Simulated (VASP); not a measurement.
# GaAs (F-43m) in VASP: single point with PBE

Aim: the single point of GaAs with PBE.

Everything below comes from runs of VASP 6.6.1. Logs are shortened: lines on timing, memory, paths and dates and some standing lists are left out, and cuts for length are marked.

## Step 1: The cell of the first run

Symmetry: F-43m, No. 216, cubic system. The conventional cell has a = 5.666 Å, b = 5.666 Å, c = 5.666 Å, α = 90.00°, β = 90.00°, γ = 90.00°. Within 3.2 Å of Ga (site symmetry -43m) lie 4 As at 2.45 Å. As (site symmetry -43m) has 4 Ga at 2.45 Å within 3.2 Å.

## Step 2: Single point, PBE

INCAR reads:

```
SYSTEM = GaAs
PREC = Accurate ; ENCUT = 600
EDIFF = 1E-6 ; ISMEAR = -1
SIGMA = 0.02 ; LREAL = .False.
LASPH = .True. ; NELM = 120
ALGO = Normal ; ISIF = 2
LWAVE = .False. ; LCHARG = .True.
GGA = PE ; LELF = .True.
LVHAR = .True. ; NBANDS = 21
GGA_COMPAT = .False.
```

KPOINTS reads:

```
regular mesh
0
Gamma
  8 8 8
  0 0 0
```

POSCAR reads:

```
GaAs
1.0
    0.0000000000      2.8330850794      2.8330850794
    2.8330850794      0.0000000000      2.8330850794
    2.8330850794      2.8330850794      0.0000000000
Ga As
1 1
Direct
    0.0000000000      0.0000000000      0.0000000000
    0.2500000000      0.2500000000      0.2500000000
```

Potentials or basis: VASP PAW PBE potentials, release 64 (Ga_d, As_d).

On the command line:

```sh
> cat potpaw_PBE.64/Ga_d/POTCAR potpaw_PBE.64/As_d/POTCAR > POTCAR
> mpirun -np 1 vasp_std > vasp.out
```

OUTCAR:

```text
SYSTEM = GaAs
   PREC = Accurate
   ENCUT = 600
   EDIFF = 1E-6
   ISMEAR = -1
   LREAL = .False.
   LASPH = .True.
   NELM = 120
   ISIF = 2
   GGA = PE

 ion  position               nearest neighbor table
   1  0.000  0.000  0.000-   2 2.45   2 2.45   2 2.45   2 2.45
   2  0.250  0.250  0.250-   1 2.45   1 2.45   1 2.45   1 2.45

  LATTYP: Found a face centered cubic cell.
 ALAT       =     5.6661701588

  Lattice vectors:

 A1 = (   0.0000000000,   2.8330850794,   2.8330850794)
 A2 = (   2.8330850794,   0.0000000000,   2.8330850794)
 A3 = (   2.8330850794,   2.8330850794,   0.0000000000)

Analysis of symmetry for initial positions (statically):
=====================================================================
 Subroutine PRICEL returns:
 Original cell was already a primitive cell.

 Routine SETGRP: Setting up the symmetry group for a
 face centered cubic supercell.

 Subroutine GETGRP returns: Found 24 space group operations
 (whereof 24 operations were pure point group operations)
 out of a pool of 48 trial point group operations.

The static configuration has the point symmetry T_d .

Analysis of symmetry for dynamics (positions and initial velocities):
=====================================================================
 Subroutine PRICEL returns:
 Original cell was already a primitive cell.

 Routine SETGRP: Setting up the symmetry group for a
 face centered cubic supercell.

 Subroutine GETGRP returns: Found 24 space group operations
 (whereof 24 operations were pure point group operations)
 out of a pool of 48 trial point group operations.

The dynamic configuration has the point symmetry T_d .

 Subroutine INISYM returns: Found 24 space group operations
 (whereof 24 operations are pure point group operations),
 and found     1 'primitive' translations

----------------------------------------------------------------------------------------

                                     Primitive cell

  volume of cell :      45.4788

  direct lattice vectors                    reciprocal lattice vectors
     0.000000000  2.833085079  2.833085079    -0.176486052  0.176486052  0.176486052
     2.833085079  0.000000000  2.833085079     0.176486052 -0.176486052  0.176486052
     2.833085079  2.833085079  0.000000000     0.176486052  0.176486052 -0.176486052

  length of vectors
     4.006587343  4.006587343  4.006587343     0.305682808  0.305682808  0.305682808

  position of ions in fractional coordinates (direct lattice)
     0.000000000  0.000000000  0.000000000
     0.250000000  0.250000000  0.250000000

  ion indices of the primitive-cell ions
   primitive index   ion index
                 1           1
                 2           2

----------------------------------------------------------------------------------------

 KPOINTS: regular mesh

Automatic generation of k-mesh.
 Grid dimensions read from file:
 generate k-points for:    8    8    8

 Generating k-lattice:

  Cartesian coordinates                     Fractional coordinates (reciprocal lattice)
    -0.022060756  0.022060756  0.022060756     0.125000000  0.000000000  0.000000000
     0.022060756 -0.022060756  0.022060756     0.000000000  0.125000000  0.000000000
     0.022060756  0.022060756 -0.022060756     0.000000000  0.000000000  0.125000000

  Length of vectors
     0.038210351  0.038210351  0.038210351

  Shift w.r.t. Gamma in fractional coordinates (k-lattice)
     0.000000000  0.000000000  0.000000000

 Subroutine IBZKPT returns following result:
 ===========================================

 Found     29 irreducible k-points:

 Following reciprocal coordinates:
            Coordinates               Weight
  0.000000  0.000000  0.000000      1.000000
  0.125000  0.000000  0.000000      8.000000
  0.250000  0.000000  0.000000      8.000000
  0.375000  0.000000  0.000000      8.000000
  0.500000  0.000000  0.000000      4.000000
  0.125000  0.125000  0.000000      6.000000
[... 16 lines left out ...]
  0.500000  0.250000  0.125000     48.000000
 -0.375000  0.250000  0.125000     24.000000
 [... further k-points ...]
   k-points           NKPTS =     29   k-points in BZ     NKDIM =     29   number of bands    NBANDS=     21
   number of dos      NEDOS =    301   number of ions     NIONS =      2
   total plane-waves  NPLWV =  32768
   dimension x,y,z NGX =    32 NGY =   32 NGZ =   32
   dimension x,y,z NGXF=    64 NGYF=   64 NGZF=   64
   ions per type =               1   1
   NGX,Y,Z   is equivalent  to a cutoff of  13.28, 13.28, 13.28 a.u.
   NGXF,Y,Z  is equivalent  to a cutoff of  26.56, 26.56, 26.56 a.u.
 SYSTEM =  GaAs
   PREC   = accura    normal or accurate (medium, high low for compatibility)
   ISTART =      0    job   : 0-new  1-cont  2-samecut
   ICHARG =      2    charge: 1-file 2-atom 10-const
   ISPIN  =      1    spin polarized calculation?
   LNONCOLLINEAR =      F non collinear calculations
   LSORBIT =      F    spin-orbit coupling
   LASPH  =      T    aspherical Exc in radial PAW
   ENCUT  =  600.0 eV  44.10 Ry    6.64 a.u.   8.00  8.00  8.00*2*pi/ulx,y,z
   NELM   =    120;   NELMIN=  2; NELMDL= -5     # of ELM steps
   EDIFF  = 0.1E-05   stopping-criterion for ELM
   LREAL  =      F    real-space projection
   EDIFFG = 0.1E-04   stopping-criterion for IOM
   NSW    =      0    number of steps for IOM
   IBRION =     -1    ionic relax: 0-MD 1-quasi-New 2-CG
   NFREE  =      0    steps in history (QN), initial steepest desc. (CG)
   ISIF   =      2    stress and relaxation
   ISYM   =      2    0-nonsym 1-usesym 2-fastsym
   POTIM  = 0.5000    time-step for ionic-motion
   TEBEG  =    0.0;   TEEND  =   0.0 temperature during run
   PSTRESS=    0.0 pullay stress
   NELECT =      28.0000    total number of electrons
   NUPDOWN=      -1.0000    fix difference up-down
   EMIN   =  10.00;   EMAX   =-10.00  energy-range for DOS
   EFERMI =   0.00;   METHOD = LEGACY
   ISMEAR =    -1;   SIGMA  =   0.02  broadening in eV -4-tet -1-fermi 0-gaus
   EFERMI_NEDOS =   21; number of points for ismear=-14 and -15
   IALGO  =     38    algorithm
   IMIX   =      4    mixing-type and parameters
     AMIX     =   0.40;   BMIX     =  1.00
     AMIX_MAG =   1.60;   BMIX_MAG =  1.00
  volume/ion in A,a.u.               =      22.74       153.45
  Fermi-wavevector in a.u.,A,eV,Ry     =   1.392701  2.631823 26.390079  1.939616
  Thomas-Fermi vector in A             =   2.516418
   LORBIT       =      0    0 simple, 1 ext, 2 COOP (PROOUT), +10 PAW based schemes
   GGA     = PE    functional components
   LHFCALC =     F    Hartree Fock is set to
   AEXX    =    0.0000 exact exchange contribution
   IVDW    =     0    specifies the selected vdW correction
   LEPSILON=     F    determine dielectric tensor
   LRPA    =     F    only Hartree local field effects (RPA)
 non-spin polarized calculation
  energy-cutoff  :      600.00
  volume of cell :       45.48
 maximum number of plane-waves:      1540
   NGX = 17   NGY = 17   NGZ = 17

 number of electron      28.0000011 magnetization

 Free energy of the ion-electron system (eV)
  ---------------------------------------------------
  ext. energy  EPLUGINS =         0.00000000
  ---------------------------------------------------
  free energy    TOTEN  =        -8.26699778 eV

  energy without entropy =       -8.26699775  energy(sigma->0) =       -8.26699776

 E-fermi :   3.3203     XC(G=0):  -9.8848

 val. band max:        3.0757172204   @ k =   0.0000   0.0000   0.0000
 cond. band min:       3.5428712564   @ k =   0.0000   0.0000   0.0000
 fundamental gap:      0.4671540361
 Fermi energy:         3.3202879792

 k-point     1 :       0.0000    0.0000    0.0000
  band No.  band energies     occupation
      1     -32.0453      2.00000
      2     -32.0453      2.00000
      3     -32.0453      2.00000
      4     -32.0353      2.00000
      5     -32.0353      2.00000
      6     -11.7142      2.00000
[... 13 lines left out ...]
     20      13.2543      0.00000
     21      13.2543      0.00000

 k-point     2 :       0.1250    0.0000    0.0000
  band No.  band energies     occupation
      1     -32.0453      2.00000
      2     -32.0452      2.00000
      3     -32.0452      2.00000
      4     -32.0352      2.00000
      5     -32.0352      2.00000
      6     -11.7274      2.00000
[... 13 lines left out ...]
     20      12.3816      0.00000
     21      12.3816      0.00000

 k-point     3 :       0.2500    0.0000    0.0000
  band No.  band energies     occupation
      1     -32.0452      2.00000
      2     -32.0449      2.00000
      3     -32.0449      2.00000
      4     -32.0352      2.00000
      5     -32.0352      2.00000
      6     -11.7562      2.00000
[... 13 lines left out ...]
     20      12.1353      0.00000
     21      12.1353      0.00000

 k-point     4 :       0.3750    0.0000    0.0000
  band No.  band energies     occupation
      1     -32.0451      2.00000
      2     -32.0446      2.00000
      3     -32.0446      2.00000
      4     -32.0351      2.00000
      5     -32.0351      2.00000
      6     -11.7821      2.00000
[... 13 lines left out ...]
     20      13.2980      0.00000
     21      13.2980      0.00000

 k-point     5 :       0.5000    0.0000    0.0000
  band No.  band energies     occupation
      1     -32.0451      2.00000
      2     -32.0444      2.00000
      3     -32.0444      2.00000
      4     -32.0350      2.00000
      5     -32.0350      2.00000
      6     -11.7922      2.00000
[... 13 lines left out ...]
     20      14.9721      0.00000
     21      14.9721      0.00000
[... 382 lines left out ...]
     20      16.3553      0.00000
     21      16.5298      0.00000

 k-point    22 :       0.3750    0.2500    0.1250
  band No.  band energies     occupation
      1     -32.0455      2.00000
      2     -32.0445      2.00000
      3     -32.0444      2.00000
      4     -32.0354      2.00000
      5     -32.0349      2.00000
      6     -11.7783      2.00000
[... 13 lines left out ...]
     20      14.0058      0.00000
     21      14.4874      0.00000

 k-point    23 :       0.5000    0.2500    0.1250
  band No.  band energies     occupation
      1     -32.0452      2.00000
      2     -32.0445      2.00000
      3     -32.0441      2.00000
      4     -32.0353      2.00000
      5     -32.0349      2.00000
      6     -11.7946      2.00000
[... 13 lines left out ...]
     20      13.9080      0.00000
     21      15.3465      0.00000

 k-point    24 :      -0.3750    0.2500    0.1250
  band No.  band energies     occupation
      1     -32.0450      2.00000
      2     -32.0446      2.00000
      3     -32.0440      2.00000
      4     -32.0352      2.00000
      5     -32.0349      2.00000
      6     -11.8007      2.00000
[... 13 lines left out ...]
     20      14.7003      0.00000
     21      15.2080      0.00000

 [... further k-points ...]

------------------------ aborting loop because EDIFF is reached ----------------------------------------

  FORCE on cell =-STRESS in cart. coord.  units (eV):
  Direction    XX          YY          ZZ          XY          YZ          ZX
  --------------------------------------------------------------------------------------
  -------------------------------------------------------------------------------------
  Total        0.7659444      0.7659444      0.7659444      0.0000000     -0.0000000     -0.0000000
  in kB       26.9835434     26.9835434     26.9835434      0.0000000     -0.0000000     -0.0000000
  external PRESSURE =      26.9835434 kB  Pullay stress =       0.0000000 kB

 VOLUME and BASIS-vectors are now :
 -----------------------------------------------------------------------------
  energy-cutoff  :      600.00
  volume of cell :       45.48
      direct lattice vectors                 reciprocal lattice vectors
     0.000000000  2.833085079  2.833085079    -0.176486052  0.176486052  0.176486052
     2.833085079  0.000000000  2.833085079     0.176486052 -0.176486052  0.176486052
     2.833085079  2.833085079  0.000000000     0.176486052  0.176486052 -0.176486052

 POSITION                                       TOTAL-FORCE (eV/Angst)
 -----------------------------------------------------------------------------------
      0.00000      0.00000      0.00000         0.000000      0.000000      0.000000
      1.41654      1.41654      1.41654        -0.000000     -0.000000     -0.000000
 -----------------------------------------------------------------------------------
    total drift:                                0.000001      0.000001      0.000001

  FREE ENERGIE OF THE ION-ELECTRON SYSTEM (eV)
  ---------------------------------------------------
  free  energy   TOTEN  =        -8.2669977769 eV

  energy  without entropy=       -8.2669977479  energy(sigma->0) =       -8.26699776
```

Wall time 36 s (1 thread of AMD EPYC 7R13 (Zen 3), shared host); peak memory 0.16 GiB.

Results:

- Free energy: -8.2670 eV
- Pressure: 2.7 GPa
- Band gap on the k mesh: 0.47 eV, direct
